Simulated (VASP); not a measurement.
# Cs (R-3m) in VASP: notebook

Cs is run at these levels: LDA; tasks: electric field gradients.

Everything below comes from runs of VASP 6.6.1. Logs are shortened: lines on timing, memory, paths and dates and some standing lists are left out, and cuts for length are marked.

### 1 The cell of the first run

Symmetry: R-3m, No. 166, trigonal system. The conventional cell has a = 8.506 Å, b = 8.506 Å, c = 5.287 Å, α = 90.00°, β = 90.00°, γ = 120.00°.

### 2 Electric field gradients, LDA (equal xy, yz and zx shear strains of +1 %)

INCAR reads:

```
SYSTEM = Cs
PREC     = Accurate       ! precision mode
ENCUT    = 520            ! plane-wave cutoff, eV
EDIFF    = 1E-8           ! SCF threshold, eV
ISMEAR   = -1             ! smearing method
SIGMA    = 0.05           ! smearing width, eV
LREAL    = .FALSE.        ! projectors in reciprocal space
LASPH    = .TRUE.         ! aspherical terms in the spheres
NELM     = 100            ! most SCF steps
ALGO     = Normal         ! electronic algorithm
ISIF     = 2              ! what is computed and relaxed
LWAVE    = .FALSE.        ! write WAVECAR
LCHARG   = .FALSE.        ! write CHGCAR
GGA      = CA             ! functional
LEFG     = .TRUE.       
NBANDS   = 10             ! bands
```

KPOINTS reads:

```
regular mesh
0
G
  9 9 9
  0 0 0
```

POSCAR reads:

```
Cs
1.0
   -2.9922750000      3.0225000000      3.0225000000
    3.0225000000     -2.9922750000      3.0225000000
    3.0225000000      3.0225000000     -2.9922750000
Cs
1
Direct
    0.0000000000      0.0000000000      0.0000000000
```

Potentials or basis: VASP PAW LDA potentials, release 64 (Cs_sv).

Command:

```console
cat potpaw_LDA.64/Cs_sv/POTCAR > POTCAR
mpirun -np 1 vasp_std > vasp.out
```

OUTCAR:

```text
SYSTEM = Cs
   PREC = Accurate
   ENCUT = 520
   EDIFF = 1E-8
   ISMEAR = -1
   LREAL = .FALSE.
   LASPH = .TRUE.
   NELM = 100
   ISIF = 2
   GGA = CA

 ion  position               nearest neighbor table
   1  0.000  0.000  0.000-

  LATTYP: Found a trigonal (rhomboedric) cell.
 ALAT       =     5.2177315162
 COS(alpha) =    -0.3288480252

  Lattice vectors:

 A1 = (  -2.9922750000,   3.0225000000,   3.0225000000)
 A2 = (   3.0225000000,  -2.9922750000,   3.0225000000)
 A3 = (   3.0225000000,   3.0225000000,  -2.9922750000)

Analysis of symmetry for initial positions (statically):
=====================================================================
 Subroutine PRICEL returns:
 Original cell was already a primitive cell.

 Routine SETGRP: Setting up the symmetry group for a
 trigonal (rhombohedral) supercell.

 Subroutine GETGRP returns: Found 12 space group operations
 (whereof 12 operations were pure point group operations)
 out of a pool of 12 trial point group operations.

The static configuration has the point symmetry D_3d.

Analysis of symmetry for dynamics (positions and initial velocities):
=====================================================================
 Subroutine PRICEL returns:
 Original cell was already a primitive cell.

 Routine SETGRP: Setting up the symmetry group for a
 trigonal (rhombohedral) supercell.

 Subroutine GETGRP returns: Found 12 space group operations
 (whereof 12 operations were pure point group operations)
 out of a pool of 12 trial point group operations.

The dynamic configuration has the point symmetry D_3d.

 Subroutine INISYM returns: Found 12 space group operations
 (whereof 12 operations are pure point group operations),
 and found     1 'primitive' translations

----------------------------------------------------------------------------------------

                                     Primitive cell

  volume of cell :     110.4400

  direct lattice vectors                    reciprocal lattice vectors
    -2.992275000  3.022500000  3.022500000    -0.001646111  0.164611147  0.164611147
     3.022500000 -2.992275000  3.022500000     0.164611147 -0.001646111  0.164611147
     3.022500000  3.022500000 -2.992275000     0.164611147  0.164611147 -0.001646111

  length of vectors
     5.217731516  5.217731516  5.217731516     0.232801136  0.232801136  0.232801136

  position of ions in fractional coordinates (direct lattice)
     0.000000000  0.000000000  0.000000000

  ion indices of the primitive-cell ions
   primitive index   ion index
                 1           1

----------------------------------------------------------------------------------------

 KPOINTS: regular mesh

Automatic generation of k-mesh.
 Grid dimensions read from file:
 generate k-points for:    9    9    9

 Generating k-lattice:

  Cartesian coordinates                     Fractional coordinates (reciprocal lattice)
    -0.000182901  0.018290127  0.018290127     0.111111111 -0.000000000 -0.000000000
     0.018290127 -0.000182901  0.018290127    -0.000000000  0.111111111 -0.000000000
     0.018290127  0.018290127 -0.000182901    -0.000000000 -0.000000000  0.111111111

  Length of vectors
     0.025866793  0.025866793  0.025866793

  Shift w.r.t. Gamma in fractional coordinates (k-lattice)
     0.000000000  0.000000000  0.000000000

 Subroutine IBZKPT returns following result:
 ===========================================

 Found     85 irreducible k-points:

 Following reciprocal coordinates:
            Coordinates               Weight
  0.000000  0.000000  0.000000      1.000000
  0.111111 -0.000000 -0.000000      6.000000
  0.222222 -0.000000 -0.000000      6.000000
  0.333333  0.000000  0.000000      6.000000
  0.444444 -0.000000 -0.000000      6.000000
  0.111111  0.111111 -0.000000      6.000000
[... 16 lines left out ...]
 -0.333333  0.333333  0.000000      6.000000
  0.444444  0.444444 -0.000000      6.000000
 [... further k-points ...]
   k-points           NKPTS =     85   k-points in BZ     NKDIM =     85   number of bands    NBANDS=     10
   number of dos      NEDOS =    301   number of ions     NIONS =      1
   total plane-waves  NPLWV =  64000
   dimension x,y,z NGX =    40 NGY =   40 NGZ =   40
   dimension x,y,z NGXF=    80 NGYF=   80 NGZF=   80
   ions per type =               1
   NGX,Y,Z   is equivalent  to a cutoff of  12.74, 12.74, 12.74 a.u.
   NGXF,Y,Z  is equivalent  to a cutoff of  25.49, 25.49, 25.49 a.u.
 SYSTEM =  Cs
   PREC   = accura    normal or accurate (medium, high low for compatibility)
   ISTART =      0    job   : 0-new  1-cont  2-samecut
   ICHARG =      2    charge: 1-file 2-atom 10-const
   ISPIN  =      1    spin polarized calculation?
   LNONCOLLINEAR =      F non collinear calculations
   LSORBIT =      F    spin-orbit coupling
   LASPH  =      T    aspherical Exc in radial PAW
   ENCUT  =  520.0 eV  38.22 Ry    6.18 a.u.   9.70  9.70  9.70*2*pi/ulx,y,z
   NELM   =    100;   NELMIN=  2; NELMDL= -5     # of ELM steps
   EDIFF  = 0.1E-07   stopping-criterion for ELM
   LREAL  =      F    real-space projection
   EDIFFG = 0.1E-06   stopping-criterion for IOM
   NSW    =      0    number of steps for IOM
   IBRION =     -1    ionic relax: 0-MD 1-quasi-New 2-CG
   NFREE  =      0    steps in history (QN), initial steepest desc. (CG)
   ISIF   =      2    stress and relaxation
   ISYM   =      2    0-nonsym 1-usesym 2-fastsym
   POTIM  = 0.5000    time-step for ionic-motion
   TEBEG  =    0.0;   TEEND  =   0.0 temperature during run
   PSTRESS=    0.0 pullay stress
   NELECT =       9.0000    total number of electrons
   NUPDOWN=      -1.0000    fix difference up-down
   EMIN   =  10.00;   EMAX   =-10.00  energy-range for DOS
[... 5 lines left out ...]
     AMIX     =   0.40;   BMIX     =  1.00
     AMIX_MAG =   1.60;   BMIX_MAG =  1.00
  volume/ion in A,a.u.               =     110.44       745.29
  Fermi-wavevector in a.u.,A,eV,Ry     =   0.709763  1.341258  6.854124  0.503764
  Thomas-Fermi vector in A             =   1.796431
   LORBIT       =      0    0 simple, 1 ext, 2 COOP (PROOUT), +10 PAW based schemes
   GGA     = CA    functional components
   LHFCALC =     F    Hartree Fock is set to
   AEXX    =    0.0000 exact exchange contribution
   IVDW    =     0    specifies the selected vdW correction
   LEPSILON=     F    determine dielectric tensor
   LRPA    =     F    only Hartree local field effects (RPA)
 non-spin polarized calculation
  energy-cutoff  :      520.00
  volume of cell :      110.44
 maximum number of plane-waves:      2986
   NGX = 19   NGY = 19   NGZ = 19

 number of electron       8.9999998 magnetization

 Free energy of the ion-electron system (eV)
  ---------------------------------------------------
  ext. energy  EPLUGINS =         0.00000000
  ---------------------------------------------------
  free energy    TOTEN  =        -0.98554768 eV

  energy without entropy =       -0.97548128  energy(sigma->0) =       -0.98051448

 E-fermi :   0.3870     XC(G=0):  -5.6487

 val. band max:        0.3847532372   @ k =  -0.2222   0.4444   0.1111
 cond. band min:       0.3924785903   @ k =  -0.3333   0.4444   0.1111
 fundamental gap:      0.0077253531
 Fermi energy:         0.3869966641

 k-point     1 :       0.0000    0.0000    0.0000
  band No.  band energies     occupation
      1     -23.4148      2.00000
      2     -10.1456      2.00000
      3     -10.1417      2.00000
      4     -10.1417      2.00000
      5      -1.3392      2.00000
      6       2.8051      0.00000
      7       2.8051      0.00000
      8       2.8748      0.00000
      9       3.7561      0.00000
     10       3.7561      0.00000

 k-point     2 :       0.1111   -0.0000   -0.0000
  band No.  band energies     occupation
      1     -23.4139      2.00000
      2     -10.1637      2.00000
      3     -10.1490      2.00000
      4     -10.1418      2.00000
      5      -1.1978      2.00000
      6       2.6691      0.00000
      7       2.6847      0.00000
      8       2.9968      0.00000
      9       3.5854      0.00000
     10       3.7404      0.00000
[... 274 lines left out ...]
 k-point    24 :       0.4444    0.4444   -0.0000
  band No.  band energies     occupation
      1     -23.4060      2.00000
      2     -10.3009      2.00000
      3     -10.2049      2.00000
      4     -10.1499      2.00000
      5       0.5102      0.15672
      6       1.3698      0.00000
      7       1.9216      0.00000
      8       3.4426      0.00000
      9       4.1572      0.00000
     10       4.8644      0.00000

 [... further k-points ...]
[... 5 lines left out ...]
  --------------------------------------------------------------------------------------
  -------------------------------------------------------------------------------------
  Total       -0.1969292     -0.1969292     -0.1969292     -0.0104838     -0.0104838     -0.0104838
  in kB       -2.8568944     -2.8568944     -2.8568944     -0.1520906     -0.1520906     -0.1520906
  external PRESSURE =      -2.8568944 kB  Pullay stress =       0.0000000 kB

 VOLUME and BASIS-vectors are now :
 -----------------------------------------------------------------------------
  energy-cutoff  :      520.00
  volume of cell :      110.44
      direct lattice vectors                 reciprocal lattice vectors
    -2.992275000  3.022500000  3.022500000    -0.001646111  0.164611147  0.164611147
     3.022500000 -2.992275000  3.022500000     0.164611147 -0.001646111  0.164611147
     3.022500000  3.022500000 -2.992275000     0.164611147  0.164611147 -0.001646111

 POSITION                                       TOTAL-FORCE (eV/Angst)
 -----------------------------------------------------------------------------------
      0.00000      0.00000      0.00000        -0.000000      0.000000      0.000000
 -----------------------------------------------------------------------------------
    total drift:                               -0.000000     -0.000000     -0.000000

  FREE ENERGIE OF THE ION-ELECTRON SYSTEM (eV)
  ---------------------------------------------------
  free  energy   TOTEN  =        -0.9855476813 eV

  energy  without entropy=       -0.9754812838  energy(sigma->0) =       -0.98051448

 Electric field gradients (V/A^2)
---------------------------------------------------------------------
 ion       V_xx      V_yy      V_zz      V_xy      V_xz      V_yz
---------------------------------------------------------------------
   1      -0.000     0.000     0.000    -0.369    -0.369    -0.369
---------------------------------------------------------------------

 Electric field gradients after diagonalization (V/A^2)
 (convention: |V_zz| > |V_xx| > |V_yy|)
----------------------------------------------------------------------
 ion       V_xx      V_yy      V_zz     asymmetry (V_yy - V_xx)/ V_zz
----------------------------------------------------------------------
   1       0.369     0.369    -0.739       0.000
----------------------------------------------------------------------

           NMR quadrupolar parameters

 Cq : quadrupolar parameter    Cq=e*Q*V_zz/h
 eta: asymmetry parameters     (V_yy - V_xx)/ V_zz
 Q  : nuclear electric quadrupole moment in mb (millibarn)
----------------------------------------------------------------------
 ion       Cq(MHz)       eta       Q (mb)
----------------------------------------------------------------------
   1      -0.002       0.000       1.000
----------------------------------------------------------------------
```

Run time: 90 s. Hardware: 1 thread of Intel Xeon Platinum 8488C (Sapphire Rapids), shared host; peak memory 0.24 GiB.

What came out:

| Quantity | Value |
| --- | --- |
| Free energy | -0.9855 eV |
| Pressure | -0.3 GPa |

Electric field gradients, principal values (V/Å²):
| atom | least | middle | greatest (by size) |
| --- | --- | --- | --- |
| 1 Cs | 0.369 | 0.369 | -0.739 |

Caveat: the cell differs from its parent crystal (equal xy, yz and zx shear strains of +1 %); without QUAD_EFG the Cq values of the log hold for a quadrupole moment of 1 mb, not for the nuclei; spin-orbit coupling is left out, which moves the levels of the heavy elements.

### 3 Electric field gradients, LDA (equal xy, yz and zx shear strains of +1 %)

INCAR reads:

```
SYSTEM = Cs
PREC = Accurate ; ENCUT = 520
EDIFF = 1E-8 ; ISMEAR = -1
SIGMA = 0.05 ; LREAL = .False.
LASPH = .True. ; NELM = 100
ALGO = Normal ; ISIF = 2
LWAVE = .False. ; LCHARG = .False.
LEFG = .True. ; NBANDS = 10
```

KPOINTS reads:

```
Automatic mesh
0
Gamma
  9 9 9
  0 0 0
```

POSCAR is that of step 2.

Potentials or basis: VASP PAW LDA potentials, release 64 (Cs_sv).

Command:

```console
cat potpaw_LDA.64/Cs_sv/POTCAR > POTCAR
mpirun -np 1 vasp_std > vasp.out
```

OUTCAR:

```text
SYSTEM = Cs
   PREC = Accurate
   ENCUT = 520
   EDIFF = 1E-8
   ISMEAR = -1
   LREAL = .False.
   LASPH = .True.
   NELM = 100
   ISIF = 2

 ion  position               nearest neighbor table
   1  0.000  0.000  0.000-

  LATTYP: Found a trigonal (rhomboedric) cell.
 ALAT       =     5.2177315162
 COS(alpha) =    -0.3288480252

  Lattice vectors:

 A1 = (  -2.9922750000,   3.0225000000,   3.0225000000)
 A2 = (   3.0225000000,  -2.9922750000,   3.0225000000)
 A3 = (   3.0225000000,   3.0225000000,  -2.9922750000)

Analysis of symmetry for initial positions (statically):
=====================================================================
 Subroutine PRICEL returns:
 Original cell was already a primitive cell.

 Routine SETGRP: Setting up the symmetry group for a
 trigonal (rhombohedral) supercell.

 Subroutine GETGRP returns: Found 12 space group operations
 (whereof 12 operations were pure point group operations)
 out of a pool of 12 trial point group operations.

The static configuration has the point symmetry D_3d.

Analysis of symmetry for dynamics (positions and initial velocities):
=====================================================================
 Subroutine PRICEL returns:
 Original cell was already a primitive cell.

 Routine SETGRP: Setting up the symmetry group for a
 trigonal (rhombohedral) supercell.

 Subroutine GETGRP returns: Found 12 space group operations
 (whereof 12 operations were pure point group operations)
 out of a pool of 12 trial point group operations.

The dynamic configuration has the point symmetry D_3d.

 Subroutine INISYM returns: Found 12 space group operations
 (whereof 12 operations are pure point group operations),
 and found     1 'primitive' translations

[... 148 lines left out ...]
      1     -23.4148      2.00000
      2     -10.1456      2.00000
      3     -10.1417      2.00000
      4     -10.1417      2.00000
      5      -1.3392      2.00000
      6       2.8051      0.00000
      7       2.8051      0.00000
      8       2.8748      0.00000
      9       3.7561      0.00000
     10       3.7561      0.00000
[... 287 lines left out ...]
 k-point    24 :       0.4444    0.4444   -0.0000
  band No.  band energies     occupation
      1     -23.4060      2.00000
      2     -10.3009      2.00000
      3     -10.2049      2.00000
      4     -10.1499      2.00000
      5       0.5102      0.15672
      6       1.3698      0.00000
      7       1.9216      0.00000
      8       3.4426      0.00000
      9       4.1572      0.00000
     10       4.8644      0.00000

 [... further k-points ...]
[... 5 lines left out ...]
  --------------------------------------------------------------------------------------
  -------------------------------------------------------------------------------------
  Total       -0.1969292     -0.1969292     -0.1969292     -0.0104838     -0.0104838     -0.0104838
  in kB       -2.8568944     -2.8568944     -2.8568944     -0.1520906     -0.1520906     -0.1520906
  external PRESSURE =      -2.8568944 kB  Pullay stress =       0.0000000 kB

 VOLUME and BASIS-vectors are now :
 -----------------------------------------------------------------------------
  energy-cutoff  :      520.00
  volume of cell :      110.44
      direct lattice vectors                 reciprocal lattice vectors
    -2.992275000  3.022500000  3.022500000    -0.001646111  0.164611147  0.164611147
     3.022500000 -2.992275000  3.022500000     0.164611147 -0.001646111  0.164611147
     3.022500000  3.022500000 -2.992275000     0.164611147  0.164611147 -0.001646111

 POSITION                                       TOTAL-FORCE (eV/Angst)
 -----------------------------------------------------------------------------------
      0.00000      0.00000      0.00000        -0.000000      0.000000      0.000000
 -----------------------------------------------------------------------------------
    total drift:                               -0.000000     -0.000000     -0.000000

  FREE ENERGIE OF THE ION-ELECTRON SYSTEM (eV)
  ---------------------------------------------------
  free  energy   TOTEN  =        -0.9855476813 eV

  energy  without entropy=       -0.9754812838  energy(sigma->0) =       -0.98051448

 Electric field gradients (V/A^2)
---------------------------------------------------------------------
 ion       V_xx      V_yy      V_zz      V_xy      V_xz      V_yz
---------------------------------------------------------------------
   1      -0.000     0.000     0.000    -0.369    -0.369    -0.369
---------------------------------------------------------------------

 Electric field gradients after diagonalization (V/A^2)
 (convention: |V_zz| > |V_xx| > |V_yy|)
----------------------------------------------------------------------
 ion       V_xx      V_yy      V_zz     asymmetry (V_yy - V_xx)/ V_zz
----------------------------------------------------------------------
   1       0.369     0.369    -0.739       0.000
----------------------------------------------------------------------

           NMR quadrupolar parameters

 Cq : quadrupolar parameter    Cq=e*Q*V_zz/h
 eta: asymmetry parameters     (V_yy - V_xx)/ V_zz
 Q  : nuclear electric quadrupole moment in mb (millibarn)
----------------------------------------------------------------------
 ion       Cq(MHz)       eta       Q (mb)
----------------------------------------------------------------------
   1      -0.002       0.000       1.000
----------------------------------------------------------------------
```

stdout:

```text
POSCAR found type information on POSCAR Cs
 POSCAR found :  1 types and       1 ions
 scaLAPACK will be used
 LDA part: xc-table for (Slater(with rela. corr.)+CA(PZ))
 , standard interpolation
 POSCAR, INCAR and KPOINTS ok, starting setup
 FFT: planning ... GRIDC
 FFT: planning ... GRID_SOFT
 FFT: planning ... GRID
 WAVECAR not read
 entering main loop
ion   1
```

Run time: 82 s. Hardware: 1 thread of Intel Xeon Platinum 8488C (Sapphire Rapids), shared host; peak memory 0.24 GiB.

Results:

```
Free energy : -0.9855 eV
Pressure    : -0.3 GPa
```

Levels at points of the mesh, in eV from the Fermi level:
```
           k point  band 1  band 2  band 3  band 4  band 5  band 6  band 7  band 8  band 9
(0.00, 0.00, 0.00)  -23.80  -10.53  -10.53  -10.53   -1.73    2.42    2.42    2.49    3.37
```

Electric field gradients, principal values (V/Å²):
```tsv
atom	least	middle	greatest (by size)
1 Cs	0.369	0.369	-0.739
```

Caveat: the cell differs from its parent crystal (equal xy, yz and zx shear strains of +1 %); without QUAD_EFG the Cq values of the log hold for a quadrupole moment of 1 mb, not for the nuclei; spin-orbit coupling is left out, which moves the levels of the heavy elements.
